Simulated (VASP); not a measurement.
# Hg (P6_3/mmc) in VASP: further runs

The runs below take Hg through single point, with PBEsol+D3(BJ).

Program: VASP 6.6.1. These are calculated values, not measurements. Logs are shortened: lines on timing, memory, paths and dates and some standing lists are left out, and cuts for length are marked.

### Step 1. The cell of the first run

Symmetry: P6_3/mmc, No. 194, hexagonal system. The conventional cell has a = 3.233 Å, b = 3.233 Å, c = 4.509 Å, α = 90.00°, β = 90.00°, γ = 120.00°. Hg (site symmetry -6m2) has 12 Hg at 2.93 to 3.23 Å within 3.9 Å.

### Step 2. Single point, PBEsol+D3(BJ)

INCAR

```
PREC = Accurate
ENCUT = 520
EDIFF = 1E-6
ISMEAR = 0
SIGMA = 0.15
LREAL = False
LASPH = True
NELM = 60
ALGO = Fast
ISIF = 2
LWAVE = False
LCHARG = True
GGA = PS
IVDW = 12
LELF = True
LVHAR = True
NBANDS = 19
```

KPOINTS

```
Automatic mesh
0
Gamma
  18 18 10
```

POSCAR

```
Hg
1.0
    3.2329000000      0.0000000000      0.0000000000
   -1.6164500000      2.7997735279      0.0000000000
    0.0000000000      0.0000000000      4.5094000000
Hg
2
Direct
    0.6666666667      0.3333333333      0.7500000000
    0.3333333333      0.6666666667      0.2500000000
```

Potentials or basis: VASP PAW PBE potentials, release 64 (Hg).

On the command line:

```console
$ cat potpaw_PBE.64/Hg/POTCAR > POTCAR
$ mpirun -np 1 vasp_std > vasp.out
```

OUTCAR:

```text
PREC = Accurate
   ENCUT = 520
   EDIFF = 1E-6
   ISMEAR = 0
   LREAL = False
   LASPH = True
   NELM = 60
   ISIF = 2
   GGA = PS
   IVDW = 12
 IVDW          = 12

 ion  position               nearest neighbor table
   1  0.667  0.333  0.750-   2 2.93   2 2.93   2 2.93   2 2.93   2 2.93   2 2.93
   2  0.333  0.667  0.250-   1 2.93   1 2.93   1 2.93   1 2.93   1 2.93   1 2.93

  LATTYP: Found a hexagonal cell.
 ALAT       =     3.2329000000
 C/A-ratio  =     1.3948467320

  Lattice vectors:

 A1 = (   3.2329000000,   0.0000000000,   0.0000000000)
 A2 = (  -1.6164500000,   2.7997735279,   0.0000000000)
 A3 = (   0.0000000000,   0.0000000000,   4.5094000000)

Analysis of symmetry for initial positions (statically):
=====================================================================
 Subroutine PRICEL returns:
 Original cell was already a primitive cell.

 Routine SETGRP: Setting up the symmetry group for a
 hexagonal supercell.

 Subroutine GETGRP returns: Found 24 space group operations
 (whereof 12 operations were pure point group operations)
 out of a pool of 24 trial point group operations.

The static configuration has the point symmetry D_3d.
 The point group associated with its full space group is D_6h.

Analysis of symmetry for dynamics (positions and initial velocities):
=====================================================================
 Subroutine PRICEL returns:
 Original cell was already a primitive cell.

 Routine SETGRP: Setting up the symmetry group for a
 hexagonal supercell.

 Subroutine GETGRP returns: Found 24 space group operations
 (whereof 12 operations were pure point group operations)
 out of a pool of 24 trial point group operations.

The dynamic configuration has the point symmetry D_3d.
 The point group associated with its full space group is D_6h.

 Subroutine INISYM returns: Found 24 space group operations
 (whereof 12 operations are pure point group operations),
 and found     1 'primitive' translations

----------------------------------------------------------------------------------------

                                     Primitive cell

  volume of cell :      40.8163

  direct lattice vectors                    reciprocal lattice vectors
     3.232900000  0.000000000  0.000000000     0.309319806  0.178585873  0.000000000
    -1.616450000  2.799773528  0.000000000     0.000000000  0.357171746  0.000000000
     0.000000000  0.000000000  4.509400000     0.000000000  0.000000000  0.221758992

  length of vectors
     3.232900000  3.232900000  4.509400000     0.357171746  0.357171746  0.221758992

  position of ions in fractional coordinates (direct lattice)
     0.666666667  0.333333333  0.750000000
     0.333333333  0.666666667  0.250000000

  ion indices of the primitive-cell ions
   primitive index   ion index
                 1           1
                 2           2

----------------------------------------------------------------------------------------

 KPOINTS: Automatic mesh

Automatic generation of k-mesh.
 Grid dimensions read from file:
 generate k-points for:   18   18   10

 Generating k-lattice:

  Cartesian coordinates                     Fractional coordinates (reciprocal lattice)
     0.017184434  0.009921437  0.000000000     0.055555556  0.000000000  0.000000000
     0.000000000  0.019842875  0.000000000     0.000000000  0.055555556  0.000000000
     0.000000000  0.000000000  0.022175899     0.000000000  0.000000000  0.100000000

  Length of vectors
     0.019842875  0.019842875  0.022175899

  Shift w.r.t. Gamma in fractional coordinates (k-lattice)
     0.000000000  0.000000000  0.000000000

 Subroutine IBZKPT returns following result:
 ===========================================

 Found    222 irreducible k-points:

 Following reciprocal coordinates:
            Coordinates               Weight
  0.000000  0.000000  0.000000      1.000000
  0.055556  0.000000  0.000000      6.000000
  0.111111  0.000000  0.000000      6.000000
  0.166667  0.000000  0.000000      6.000000
  0.222222  0.000000  0.000000      6.000000
  0.277778  0.000000  0.000000      6.000000
[... 16 lines left out ...]
  0.333333  0.111111  0.000000     12.000000
  0.388889  0.111111  0.000000     12.000000
 [... further k-points ...]
   k-points           NKPTS =    222   k-points in BZ     NKDIM =    222   number of bands    NBANDS=     19
   number of dos      NEDOS =    301   number of ions     NIONS =      2
   total plane-waves  NPLWV =  20736
   dimension x,y,z NGX =    24 NGY =   24 NGZ =   36
   dimension x,y,z NGXF=    48 NGYF=   48 NGZF=   72
   ions per type =               2
   NGX,Y,Z   is equivalent  to a cutoff of  12.34, 12.34, 13.27 a.u.
   NGXF,Y,Z  is equivalent  to a cutoff of  24.68, 24.68, 26.54 a.u.
 SYSTEM =  unknown system
   PREC   = accura    normal or accurate (medium, high low for compatibility)
   ISTART =      0    job   : 0-new  1-cont  2-samecut
   ICHARG =      2    charge: 1-file 2-atom 10-const
   ISPIN  =      1    spin polarized calculation?
   LNONCOLLINEAR =      F non collinear calculations
   LSORBIT =      F    spin-orbit coupling
   LASPH  =      T    aspherical Exc in radial PAW
   ENCUT  =  520.0 eV  38.22 Ry    6.18 a.u.   6.01  6.01  8.38*2*pi/ulx,y,z
   NELM   =     60;   NELMIN=  2; NELMDL= -5     # of ELM steps
   EDIFF  = 0.1E-05   stopping-criterion for ELM
   LREAL  =      F    real-space projection
[... 7 lines left out ...]
   TEBEG  =    0.0;   TEEND  =   0.0 temperature during run
   PSTRESS=    0.0 pullay stress
   NELECT =      24.0000    total number of electrons
   NUPDOWN=      -1.0000    fix difference up-down
   EMIN   =  10.00;   EMAX   =-10.00  energy-range for DOS
   EFERMI =   0.00;   METHOD = LEGACY
   ISMEAR =     0;   SIGMA  =   0.15  broadening in eV -4-tet -1-fermi 0-gaus
   EFERMI_NEDOS =   21; number of points for ismear=-14 and -15
   IALGO  =     68    algorithm
   IMIX   =      4    mixing-type and parameters
     AMIX     =   0.40;   BMIX     =  1.00
     AMIX_MAG =   1.60;   BMIX_MAG =  1.00
  volume/ion in A,a.u.               =      20.41       137.72
  Fermi-wavevector in a.u.,A,eV,Ry     =   1.371515  2.591788 25.593290  1.881054
  Thomas-Fermi vector in A             =   2.497205
   LORBIT       =      0    0 simple, 1 ext, 2 COOP (PROOUT), +10 PAW based schemes
   GGA     = PS    functional components
   LHFCALC =     F    Hartree Fock is set to
   AEXX    =    0.0000 exact exchange contribution
   IVDW    =    12    specifies the selected vdW correction
   LEPSILON=     F    determine dielectric tensor
   LRPA    =     F    only Hartree local field effects (RPA)
 non-spin polarized calculation
 RMM-DIIS sequential band-by-band and
 Gauss-broadening in eV      SIGMA  =   0.15
  energy-cutoff  :      520.00
  volume of cell :       40.82
 maximum number of plane-waves:      1128
   NGX = 13   NGY = 13   NGZ = 17

 number of electron      23.9999998 magnetization

 Free energy of the ion-electron system (eV)
  ---------------------------------------------------
  ext. energy  EPLUGINS =         0.00000000
  ---------------------------------------------------
  free energy    TOTEN  =        -0.90972540 eV

  energy without entropy =       -0.90369546  energy(sigma->0) =       -0.90671043

 E-fermi :   4.0068     XC(G=0): -11.8506

 val. band max:        4.0035568482   @ k =   0.3889   0.0000   0.2000
 cond. band min:       4.0196399402   @ k =   0.4444   0.0556   0.3000
 fundamental gap:      0.0160830920
 Fermi energy:         4.0067873739

 k-point     1 :       0.0000    0.0000    0.0000
  band No.  band energies     occupation
      1      -6.6109      2.00000
      2      -4.9980      2.00000
      3      -3.6506      2.00000
      4      -3.6506      2.00000
      5      -3.6295      2.00000
      6      -3.6295      2.00000
[... 11 lines left out ...]
     18      18.4789      0.00000
     19      18.4789      0.00000

 k-point     2 :       0.0556    0.0000    0.0000
  band No.  band energies     occupation
      1      -6.5427      2.00000
      2      -4.9670      2.00000
      3      -3.6741      2.00000
      4      -3.6726      2.00000
      5      -3.6699      2.00000
      6      -3.5980      2.00000
[... 11 lines left out ...]
     18      18.9223      0.00000
     19      19.1313      0.00000

 k-point     3 :       0.1111    0.0000    0.0000
  band No.  band energies     occupation
      1      -6.3428      2.00000
      2      -4.8835      2.00000
      3      -3.7711      2.00000
      4      -3.7331      2.00000
      5      -3.7307      2.00000
      6      -3.5065      2.00000
[... 11 lines left out ...]
     18      19.5168      0.00000
     19      19.8767      0.00000

 k-point     4 :       0.1667    0.0000    0.0000
  band No.  band energies     occupation
      1      -6.0283      2.00000
      2      -4.7785      2.00000
      3      -3.8600      2.00000
      4      -3.8386      2.00000
      5      -3.8195      2.00000
      6      -3.3636      2.00000
[... 11 lines left out ...]
     18      18.6895      0.00000
     19      19.5736      0.00000

 k-point     5 :       0.2222    0.0000    0.0000
  band No.  band energies     occupation
      1      -5.6397      2.00000
      2      -4.7074      2.00000
      3      -3.9917      2.00000
      4      -3.9173      2.00000
      5      -3.8735      2.00000
      6      -3.2764      2.00000
[... 11 lines left out ...]
     18      17.4104      0.00000
     19      18.7954      0.00000

 k-point     6 :       0.2778    0.0000    0.0000
  band No.  band energies     occupation
      1      -5.2583      2.00000
      2      -4.7138      2.00000
      3      -4.1708      2.00000
      4      -4.0137      2.00000
      5      -3.7431      2.00000
      6      -3.1732      2.00000
[... 11 lines left out ...]
     18      16.2666      0.00000
     19      18.0829      0.00000

 k-point     7 :       0.3333    0.0000    0.0000
  band No.  band energies     occupation
      1      -4.9880      2.00000
      2      -4.7754      2.00000
      3      -4.3450      2.00000
      4      -4.0985      2.00000
      5      -3.4674      2.00000
      6      -3.0393      2.00000
[... 11 lines left out ...]
     18      16.0620      0.00000
     19      17.4977      0.00000

 k-point     8 :       0.3889    0.0000    0.0000
  band No.  band energies     occupation
      1      -4.8542      2.00000
      2      -4.8456      2.00000
      3      -4.4867      2.00000
      4      -4.1642      2.00000
      5      -3.1665      2.00000
      6      -3.0621      2.00000
[... 256 lines left out ...]
 k-point    20 :       0.1667    0.1111    0.0000
  band No.  band energies     occupation
      1      -5.4769      2.00000
      2      -4.6317      2.00000
      3      -4.1117      2.00000
      4      -3.9916      2.00000
      5      -3.8813      2.00000
      6      -3.2868      2.00000
[... 11 lines left out ...]
     18      17.5194      0.00000
     19      17.9388      0.00000

 k-point    21 :       0.2222    0.1111    0.0000
  band No.  band energies     occupation
      1      -5.1175      2.00000
      2      -4.6163      2.00000
      3      -4.2900      2.00000
      4      -3.9477      2.00000
      5      -3.9183      2.00000
      6      -3.1982      2.00000
[... 11 lines left out ...]
     18      17.2897      0.00000
     19      17.2975      0.00000

 k-point    22 :       0.2778    0.1111    0.0000
  band No.  band energies     occupation
      1      -4.8721      2.00000
      2      -4.6663      2.00000
      3      -4.4561      2.00000
      4      -4.0086      2.00000
      5      -3.6958      2.00000
      6      -3.0813      2.00000
[... 11 lines left out ...]
     18      16.7249      0.00000
     19      16.7791      0.00000

 k-point    23 :       0.3333    0.1111    0.0000
  band No.  band energies     occupation
      1      -4.7650      2.00000
      2      -4.7230      2.00000
      3      -4.5887      2.00000
      4      -4.0569      2.00000
      5      -3.4328      2.00000
      6      -3.1385      2.00000
[... 11 lines left out ...]
     18      16.2684      0.00000
     19      16.4084      0.00000

 k-point    24 :       0.3889    0.1111    0.0000
  band No.  band energies     occupation
      1      -4.7891      2.00000
      2      -4.7049      2.00000
      3      -4.6737      2.00000
      4      -4.0879      2.00000
      5      -3.2423      2.00000
      6      -3.1712      2.00000
[... 11 lines left out ...]
     18      15.9765      0.00000
     19      16.1836      0.00000

 [... further k-points ...]

------------------------ aborting loop because EDIFF is reached ----------------------------------------

 Edisp (eV)   -0.98321

 E8    (eV) :    -0.6675

  FORCE on cell =-STRESS in cart. coord.  units (eV):
  Direction    XX          YY          ZZ          XY          YZ          ZX
  --------------------------------------------------------------------------------------
  -------------------------------------------------------------------------------------
  Total       1.45751     1.45751     2.00096     0.00000     0.00000     0.00000
  in kB      57.21196    57.21196    78.54444     0.00000     0.00000     0.00000
  external pressure =       64.32 kB  Pullay stress =        0.00 kB

 VOLUME and BASIS-vectors are now :
 -----------------------------------------------------------------------------
  energy-cutoff  :      520.00
  volume of cell :       40.82
      direct lattice vectors                 reciprocal lattice vectors
     3.232900000  0.000000000  0.000000000     0.309319806  0.178585873  0.000000000
    -1.616450000  2.799773528  0.000000000     0.000000000  0.357171746  0.000000000
     0.000000000  0.000000000  4.509400000     0.000000000  0.000000000  0.221758992

 POSITION                                       TOTAL-FORCE (eV/Angst)
 -----------------------------------------------------------------------------------
      1.61645      0.93326      3.38205        -0.000000      0.000000      0.000000
     -0.00000      1.86652      1.12735         0.000000     -0.000000      0.000000
 -----------------------------------------------------------------------------------
    total drift:                                0.000000     -0.000000      0.000000

  FREE ENERGIE OF THE ION-ELECTRON SYSTEM (eV)
  ---------------------------------------------------
  free  energy   TOTEN  =        -1.8929382904 eV

  energy  without entropy=       -1.8869083494  energy(sigma->0) =       -1.88992332
```

Run time: 34 s. Hardware: 1 thread of Intel Xeon 6975P-C (Granite Rapids), shared host; peak memory 0.27 GiB.

Results:

* Free energy: -1.8929 eV
* Pressure: 6.4 GPa
* Band gap on the k mesh: zero (band 12 reaches 4.98 eV, above the bottom of band 13 at 3.32 eV)
* Dispersion energy per atom: -0.492 eV

Stress tensor (GPa, compression positive):
```
5.72 0.00 0.00
0.00 5.72 0.00
0.00 0.00 7.85
```

Levels at points of the mesh, in eV from the Fermi level:
| k point | band 8 | band 9 | band 10 | band 11 | band 12 | band 13 | band 14 | band 15 | band 16 | band 17 |
| --- | --- | --- | --- | --- | --- | --- | --- | --- | --- | --- |
| (0.00, 0.00, 0.00) | -7.33 | -7.14 | -6.18 | -6.18 | -1.44 | 0.61 | 11.37 | 11.37 | 11.99 | 14.22 |
| (0.50, 0.00, 0.00) | -6.54 | -6.24 | -5.83 | -3.48 | -3.36 | 4.34 | 4.41 | 4.70 | 5.47 | 8.40 |
| (0.00, 0.00, 0.50) | -7.23 | -6.43 | -6.43 | -6.43 | -6.43 | 10.68 | 10.68 | 12.21 | 12.21 | 12.77 |
| (0.50, 0.00, 0.50) | -6.33 | -6.31 | -6.31 | -2.17 | -2.17 | -0.37 | -0.37 | 8.89 | 8.89 | 11.69 |

Caveat: the PAW data sets were made with another functional, which shifts forces and pressure a little; spin-orbit coupling is left out, which moves the levels of the heavy elements; pairwise dispersion overbinds metals, which lowers pressure and volume.

### Step 3. Single point, PBEsol+D3(BJ)

This run uses another cell than the first one, of 20.47 Å³/atom, 1.003 times its volume.

INCAR

```
ALGO = Fast
EDIFF = 1E-6
ENCUT = 520
GGA = PS
ISIF = 2
ISMEAR = 0
IVDW = 12
LASPH = T
LCHARG = F
LREAL = F
LWAVE = F
NBANDS = 19
NELM = 80
PREC = Accurate
SIGMA = 0.15
```

KPOINTS

```
k-points
0
Gamma
  18 18 10
```

POSCAR

```
Hg
1.0
    3.1146000000      0.0000000000      0.0000000000
   -1.5573000000      2.6973227226      0.0000000000
    0.0000000000      0.0000000000      4.8734000000
Hg
2
Direct
    0.6666666667      0.3333333333      0.7500000000
    0.3333333333      0.6666666667      0.2500000000
```

Potentials or basis: VASP PAW PBE potentials, release 64 (Hg).

On the command line:

```console
$ cat potpaw_PBE.64/Hg/POTCAR > POTCAR
$ mpirun -np 1 vasp_std > vasp.out
```

Run time: 33 s. Hardware: 1 thread of Intel Xeon 6975P-C (Granite Rapids), shared host; peak memory 0.27 GiB.

Results (log left out):

```yaml
Free_energy: -1.9125 eV
Pressure: 5.1 GPa
Band_gap_on_the_k_mesh: zero (band 12 reaches 4.37 eV, above the bottom of band 13 at 3.05 eV)
Dispersion_energy_per_atom: -0.490 eV
```

Stress tensor (GPa, compression positive):
```
4.81 0.00 0.00
0.00 4.81 0.00
0.00 0.00 5.60
```

Levels at points of the mesh, in eV from the Fermi level:
| k point | band 9 | band 10 | band 11 | band 12 | band 13 | band 14 | band 15 | band 16 |
| --- | --- | --- | --- | --- | --- | --- | --- | --- |
| (0.00, 0.00, 0.00) | -7.16 | -6.12 | -6.12 | -2.16 | -0.82 | 12.91 | 13.11 | 13.11 |
| (0.50, 0.00, 0.00) | -5.97 | -5.90 | -2.88 | -2.65 | 3.31 | 3.53 | 4.26 | 6.77 |
| (0.00, 0.00, 0.50) | -6.41 | -6.41 | -6.41 | -6.41 | 8.11 | 8.11 | 13.16 | 13.16 |
| (0.50, 0.00, 0.50) | -6.02 | -6.02 | -1.82 | -1.82 | -0.32 | -0.32 | 9.58 | 9.58 |

Caveat: the PAW data sets were made with another functional, which shifts forces and pressure a little; spin-orbit coupling is left out, which moves the levels of the heavy elements; pairwise dispersion overbinds metals, which lowers pressure and volume.

(Continued in part 2 of 2.)
